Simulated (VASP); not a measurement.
# Al (P6/mmm) in VASP: further runs

Aim: see how the results for Al move with the level of theory and the settings. Levels: B3LYP, HSE06, PBE-based screened hybrid with 25 % exact exchange. Tasks: single point.

Everything below comes from runs of VASP 6.6.1. Logs are shortened: lines on timing, memory, paths and dates and some standing lists are left out, and cuts for length are marked.

## Step 1: The cell of the first run

It takes space group P6/mmm (No. 191, hexagonal). The conventional cell has a = 4.547 Å, b = 4.547 Å, c = 2.754 Å, α = 90.00°, β = 90.00°, γ = 120.00°. Within 3.5 Å of Al (site symmetry -6m2) lie 5 Al at 2.63 to 2.75 Å.

This isn't the form of Al at room conditions, which is fcc.

## Step 2: Single point, B3LYP

The input, POSCAR:

```
Al
1.0
    4.5467300000      0.0000000000      0.0000000000
   -2.2733700000      3.9375800000      0.0000000000
    0.0000000000      0.0000000000      2.7539300000
Al
2
Direct
    0.3333300000      0.6666700000      0.5000000000
    0.6666700000      0.3333300000      0.5000000000
```

The input, INCAR.step1:

```
PREC     = Accurate       # precision mode
ENCUT    = 520            # plane-wave cutoff, eV
EDIFF    = 1E-5           # SCF threshold, eV
ISMEAR   = -1             # smearing method
SIGMA    = 0.05           # smearing width, eV
LREAL    = False          # projectors in reciprocal space
LASPH    = True           # aspherical terms in the spheres
NELM     = 80             # most SCF steps
ALGO     = Normal         # electronic algorithm
ISIF     = 2              # what is computed and relaxed
LWAVE    = True           # write WAVECAR
LCHARG   = False          # write CHGCAR
GGA      = PE             # functional
NBANDS   = 10             # bands
```

The input, INCAR.step2:

```
PREC     = Accurate       # precision mode
ENCUT    = 520            # plane-wave cutoff, eV
EDIFF    = 1E-6           # SCF threshold, eV
ISMEAR   = -1             # smearing method
SIGMA    = 0.05           # smearing width, eV
LREAL    = False          # projectors in reciprocal space
LASPH    = True           # aspherical terms in the spheres
NELM     = 80             # most SCF steps
ALGO     = Normal         # electronic algorithm
ISIF     = 2              # what is computed and relaxed
LWAVE    = False          # write WAVECAR
LCHARG   = False          # write CHGCAR
GGA      = B3             # functional
LHFCALC  = True           # exact exchange
AEXX     = 0.2            # exact-exchange fraction
AGGAX    = 0.72         
AGGAC    = 0.81         
ALDAC    = 0.19         
PRECFOCK = Normal       
ISTART   = 1            
NBANDS   = 10             # bands
```

The input, KPOINTS:

```
Automatic mesh
0
Gamma
  4 4 5
```

Potentials or basis: VASP PAW PBE potentials, release 64 (Al).

Launch:

```
> cat potpaw_PBE.64/Al/POTCAR > POTCAR
> cp INCAR.step1 INCAR
> mpirun -np 1 vasp_std > vasp.out
> cp INCAR.step2 INCAR
> mpirun -np 1 vasp_std > vasp.out
```

OUTCAR:

```text
PREC = Accurate
   ENCUT = 520
   EDIFF = 1E-6
   ISMEAR = -1
   LREAL = False
   LASPH = True
   NELM = 80
   ISIF = 2
   GGA = B3
   LHFCALC = True
   AEXX = 0.2
   PRECFOCK = Normal
   ISTART = 1

 ion  position               nearest neighbor table
   1  0.333  0.667  0.500-   2 2.63   2 2.63   2 2.63
   2  0.667  0.333  0.500-   1 2.63   1 2.63   1 2.63

  LATTYP: Found a hexagonal cell.
 ALAT       =     4.5467300000
 C/A-ratio  =     0.6056946421

  Lattice vectors:

 A1 = (   4.5467300000,   0.0000000000,   0.0000000000)
 A2 = (  -2.2733700000,   3.9375800000,   0.0000000000)
 A3 = (   0.0000000000,   0.0000000000,   2.7539300000)

Analysis of symmetry for initial positions (statically):
=====================================================================
 Subroutine PRICEL returns:
 Original cell was already a primitive cell.

 Routine SETGRP: Setting up the symmetry group for a
 hexagonal supercell.

 Subroutine GETGRP returns: Found  8 space group operations
 (whereof  8 operations were pure point group operations)
 out of a pool of 24 trial point group operations.

The static configuration has the point symmetry D_2h.

Analysis of symmetry for dynamics (positions and initial velocities):
=====================================================================
 Subroutine PRICEL returns:
 Original cell was already a primitive cell.

 Routine SETGRP: Setting up the symmetry group for a
 hexagonal supercell.

 Subroutine GETGRP returns: Found  8 space group operations
 (whereof  8 operations were pure point group operations)
 out of a pool of 24 trial point group operations.

The dynamic configuration has the point symmetry D_2h.

 Subroutine INISYM returns: Found  8 space group operations
 (whereof  8 operations are pure point group operations),
 and found     1 'primitive' translations

----------------------------------------------------------------------------------------

                                     Primitive cell

  volume of cell :      49.3039

  direct lattice vectors                    reciprocal lattice vectors
     4.546730000  0.000000000  0.000000000     0.219938285  0.126981826  0.000000000
    -2.273370000  3.937580000  0.000000000     0.000000000  0.253963094  0.000000000
     0.000000000  0.000000000  2.753930000     0.000000000  0.000000000  0.363117436

  length of vectors
     4.546730000  4.546729309  2.753930000     0.253963056  0.253963094  0.363117436
[... 91 lines left out ...]
   EFERMI =   0.00;   METHOD = LEGACY
   ISMEAR =    -1;   SIGMA  =   0.05  broadening in eV -4-tet -1-fermi 0-gaus
   EFERMI_NEDOS =   21; number of points for ismear=-14 and -15
   IALGO  =     38    algorithm
   IMIX   =      1    mixing-type and parameters
     AMIX     =   0.40;   BMIX     =  1.00
     AMIX_MAG =   1.60;   BMIX_MAG =  1.00
  volume/ion in A,a.u.               =      24.65       166.36
  Fermi-wavevector in a.u.,A,eV,Ry     =   0.811269  1.533076  8.954770  0.658157
  Thomas-Fermi vector in A             =   1.920597
   LORBIT       =      0    0 simple, 1 ext, 2 COOP (PROOUT), +10 PAW based schemes
   GGA     = B3    functional components
   LHFCALC =     T    Hartree Fock is set to
   PRECFOCK=normal    Normal, Fast or Accurate (Low or Medium for compatibility)
   ENCUT4O =  -1.0   cutoff for four orbital integrals eV
   NKREDX  =     1    reduce k-point grid by
   NKREDY  =     1    reduce k-point grid by
   NKREDZ  =     1    reduce k-point grid by
   AEXX    =    0.2000 exact exchange contribution
   HFSCREEN=    0.0000 screening length (either q_TF or 0.3 A-1)
   HFSCREENC=   0.0000 screening length for correlation (either q_TF or 0.3 A-1)
   ENCUTFOCK=  -1.0 apply spherical cutoff to Coloumb kernel
   IVDW    =     0    specifies the selected vdW correction
   LEPSILON=     F    determine dielectric tensor
   LRPA    =     F    only Hartree local field effects (RPA)
 non-spin polarized calculation
  energy-cutoff  :      520.00
  volume of cell :       49.30
 maximum number of plane-waves:      1354
 NGX is ok and might be reduce to    36
  NGX = 28; NGY = 28; NGZ = 16

 number of electron       6.0000000 magnetization

 Free energy of the ion-electron system (eV)
  ---------------------------------------------------
  ext. energy  EPLUGINS =         0.00000000
  ---------------------------------------------------
  free energy    TOTEN  =        -6.17607815 eV

  energy without entropy =       -6.17177332  energy(sigma->0) =       -6.17392574

 E-fermi :   4.1733     XC(G=0):  -6.6584

 val. band max:        3.6391955900   @ k =   0.0000   0.0000   0.2000
 cond. band min:       4.2930923110   @ k =  -0.2500   0.5000   0.4000
 fundamental gap:      0.6538967211
 Fermi energy:         4.1733258606

 k-point     1 :       0.0000    0.0000    0.0000
  band No.  band energies     occupation
      1      -5.9583      2.00000
      2       2.8375      2.00000
      3       2.8377      2.00000
      4       3.4573      2.00000
      5       7.1417      0.00000
      6       7.1419      0.00000
      7      10.5556      0.00000
      8      14.4295      0.00000
      9      15.1347      0.00000
     10      20.8559      0.00000
[... 248 lines left out ...]
 k-point    21 :      -0.2500    0.5000    0.4000
  band No.  band energies     occupation
      1      -0.9815      2.00000
      2       1.0631      2.00000
      3       3.3029      2.00000
      4       4.2931      0.16706
      5       5.6340      0.00000
      6       9.2997      0.00000
      7      11.0436      0.00000
      8      11.2102      0.00000
      9      14.5923      0.00000
     10      14.9579      0.00000

------------------------ aborting loop because EDIFF is reached ----------------------------------------

  FORCE on cell =-STRESS in cart. coord.  units (eV):
  Direction    XX          YY          ZZ          XY          YZ          ZX
  --------------------------------------------------------------------------------------
  -------------------------------------------------------------------------------------
  Total        0.2107311      0.2109625      1.3169166      0.0002005      0.0000000      0.0000000
  in kB        6.8479061      6.8554255     42.7944443      0.0065143      0.0000000      0.0000000
  external PRESSURE =      18.8325920 kB  Pullay stress =       0.0000000 kB

 VOLUME and BASIS-vectors are now :
 -----------------------------------------------------------------------------
  energy-cutoff  :      520.00
  volume of cell :       49.30
      direct lattice vectors                 reciprocal lattice vectors
     4.546730000  0.000000000  0.000000000     0.219938285  0.126981826  0.000000000
    -2.273370000  3.937580000  0.000000000     0.000000000  0.253963094  0.000000000
     0.000000000  0.000000000  2.753930000     0.000000000  0.000000000  0.363117436

 POSITION                                       TOTAL-FORCE (eV/Angst)
 -----------------------------------------------------------------------------------
     -0.00003      2.62507      1.37696         0.000204     -0.000118      0.000000
      2.27339      1.31251      1.37696        -0.000204      0.000118     -0.000000
 -----------------------------------------------------------------------------------
    total drift:                               -0.000000      0.000000     -0.000000

  FREE ENERGIE OF THE ION-ELECTRON SYSTEM (eV)
  ---------------------------------------------------
  free  energy   TOTEN  =        -6.1760781482 eV

  energy  without entropy=       -6.1717733220  energy(sigma->0) =       -6.17392574
```

OSZICAR.step1:

```text
N       E                     dE             d eps       ncg     rms          rms(c)
DAV:   1     0.193172162568E+01    0.19317E+01   -0.23763E+03   420   0.467E+02
DAV:   2    -0.627565688027E+01   -0.82074E+01   -0.80630E+01   576   0.530E+01
DAV:   3    -0.644675706517E+01   -0.17110E+00   -0.16763E+00   510   0.662E+00
DAV:   4    -0.644890546158E+01   -0.21484E-02   -0.21478E-02   568   0.865E-01
DAV:   5    -0.644894368897E+01   -0.38227E-04   -0.38227E-04   528   0.104E-01    0.173E+00
DAV:   6    -0.642971713330E+01    0.19227E-01   -0.88759E-03   474   0.336E-01    0.107E+00
DAV:   7    -0.641878771491E+01    0.10929E-01   -0.21436E-02   462   0.580E-01    0.111E-01
DAV:   8    -0.641967070653E+01   -0.88299E-03   -0.12963E-03   470   0.163E-01    0.563E-02
DAV:   9    -0.641987924654E+01   -0.20854E-03   -0.32975E-04   462   0.781E-02    0.836E-03
DAV:  10    -0.641987773929E+01    0.15072E-05   -0.47366E-06   500   0.114E-02
   1 F= -.64198777E+01 E0= -.64133569E+01  d E =-.130416E-01
```

Wall time 3.2 min (1 thread of AMD EPYC 7R13 (Zen 3), shared host); peak memory 0.14 GiB.

What came out:

* Free energy: -6.1761 eV
* Pressure: 1.9 GPa
* Band gap on the k mesh: zero (bands 3 and 4 overlap by 2.80 eV)

Stress tensor (GPa, compression positive):
```
0.68 0.00 0.00
0.00 0.69 0.00
0.00 0.00 4.28
```

Caveat: the k points lie up to 0.46 Å⁻¹ apart, too coarse for converged energies and pressures of a metal; the PAW data sets were made with another functional, which shifts forces and pressure a little.

## Step 3: Single point, HSE06

POSCAR is that of step 2.

The input, INCAR.step1:

```
  PREC = Accurate
  ENCUT = 520
  EDIFF = 1E-5
  ISMEAR = -1
  SIGMA = 0.05
  LREAL = False
  LASPH = True
  NELM = 80
  ALGO = Normal
  ISIF = 2
  LWAVE = True
  GGA = PE
  NBANDS = 10
```

The input, INCAR.step2:

```
  PREC = Accurate
  ENCUT = 520
  EDIFF = 1E-6
  ISMEAR = -1
  SIGMA = 0.05
  LREAL = False
  LASPH = True
  NELM = 80
  ALGO = Normal
  ISIF = 2
  LWAVE = False
  LCHARG = True
  GGA = PE
  LHFCALC = True
  HFSCREEN = 0.2079
  PRECFOCK = Normal
  LELF = True
  LVHAR = True
  ISTART = 1
  NBANDS = 10
```

The input, KPOINTS:

```
regular mesh
0
Gamma
  4 4 5
```

Potentials or basis: VASP PAW PBE potentials, release 64 (Al).

Launch:

```
> cat potpaw_PBE.64/Al/POTCAR > POTCAR
> cp INCAR.step1 INCAR
> mpirun -np 1 vasp_std > vasp.out
> cp INCAR.step2 INCAR
> mpirun -np 1 vasp_std > vasp.out
```

It took 3.4 min on 1 thread of AMD EPYC 7R13 (Zen 3), shared host; peak memory 0.23 GiB.

The run converged. Its results:

```
Free energy            : -7.0744 eV
Pressure               : 0.2 GPa
Band gap on the k mesh : zero (bands 3 and 4 overlap by 2.32 eV)
```

Stress tensor (GPa, compression positive):
```
-0.89  0.00  0.00
 0.00 -0.89  0.00
 0.00  0.00  2.45
```

Levels at points of the mesh, in eV from the Fermi level:
| k point | band 1 | band 2 | band 3 | band 4 | band 5 | band 6 | band 7 |
| --- | --- | --- | --- | --- | --- | --- | --- |
| (0.00, 0.00, 0.00) | -9.85 | -0.88 | -0.87 | -0.18 | 2.83 | 2.83 | 6.16 |
| (0.50, 0.00, 0.00) | -8.06 | -6.49 | -2.07 | 0.56 | 7.99 | 8.36 | 8.46 |
| (0.50, 0.50, 0.00) | -8.06 | -6.49 | -2.07 | 0.56 | 7.99 | 8.36 | 8.46 |

Caveat: the k points lie up to 0.46 Å⁻¹ apart, too coarse for converged energies and pressures of a metal; the PAW data sets were made with another functional, which shifts forces and pressure a little.

## Step 4: Single point, PBE-based screened hybrid with 25 % exact exchange

POSCAR is that of step 3.

The input, INCAR.step1:

```
ALGO = Normal ; EDIFF = 1E-5
ENCUT = 520 ; GGA = PE
ISIF = 2 ; ISMEAR = -1
LASPH = T ; LREAL = F
LWAVE = T ; NBANDS = 10
NELM = 60 ; PREC = Accurate
SIGMA = 0.05
```

The input, INCAR.step2:

```
AEXX = 0.25 ; ALGO = Normal
EDIFF = 1E-6 ; ENCUT = 520
GGA = PE ; HFSCREEN = 0.3
ISIF = 2 ; ISMEAR = -1
ISTART = 1 ; LASPH = T
LCHARG = T ; LELF = T
LHFCALC = T ; LREAL = F
LVHAR = T ; LWAVE = F
NBANDS = 10 ; NELM = 60
PREC = Accurate ; PRECFOCK = Normal
SIGMA = 0.05
```

The input, KPOINTS:

```
k-points
0
Gamma
  4 4 5
```

Launch:

```
> cat potpaw_PBE.64/Al/POTCAR > POTCAR
> cp INCAR.step1 INCAR
> mpirun -np 1 vasp_std > vasp.out
> cp INCAR.step2 INCAR
> mpirun -np 1 vasp_std > vasp.out
```

It took 3.3 min on 1 thread of AMD EPYC 7R13 (Zen 3), shared host; peak memory 0.23 GiB.

Results (log left out):

* Free energy: -6.9109 eV
* Pressure: 0.3 GPa
* Band gap on the k mesh: zero (bands 3 and 4 overlap by 2.30 eV)

Stress tensor (GPa, compression positive):
```
-1.01  0.00  0.00
 0.00 -1.00  0.00
 0.00  0.00  3.00
```

Levels at points of the mesh, in eV from the Fermi level:
| k point | band 1 | band 2 | band 3 | band 4 | band 5 | band 6 |
| --- | --- | --- | --- | --- | --- | --- |
| (0.00, 0.00, 0.00) | -9.64 | -0.79 | -0.79 | -0.21 | 2.73 | 2.73 |
| (0.50, 0.00, 0.00) | -7.86 | -6.30 | -1.96 | 0.50 | 7.83 | 8.22 |
| (0.50, 0.50, 0.00) | -7.86 | -6.30 | -1.96 | 0.50 | 7.83 | 8.22 |

Caveat: the k points lie up to 0.46 Å⁻¹ apart, too coarse for converged energies and pressures of a metal; the PAW data sets were made with another functional, which shifts forces and pressure a little.

## Step 5: The runs side by side

| level | share of exact exchange | screening parameter | gap on the mesh (eV) | pressure (GPa) |
| --- | --- | --- | --- | --- |
| B3LYP | 0.2 | - | none | 1.9 |
| HSE06 | 0.25 | 0.2079 1/Å | none | 0.2 |
| PBE-based screened hybrid with 25 % exact exchange | 0.25 | 0.3 1/Å | none | 0.3 |

Alike in all rows: task single point; potentials or basis VASP PAW PBE potentials, release 64 (Al); no spin polarisation; cell as given; k mesh 4 × 4 × 5; cutoff (eV) 520; smearing fermi-dirac 0.05 eV.

Caveats: all runs use coarse meshes; the PAW data sets were made with another functional, which shifts forces and pressure a little.

Total energies depend on the potentials used, so only differences within one code and one set of settings carry meaning.

The gap in the log of VASP goes by the Fermi energy; the results here count the filled bands.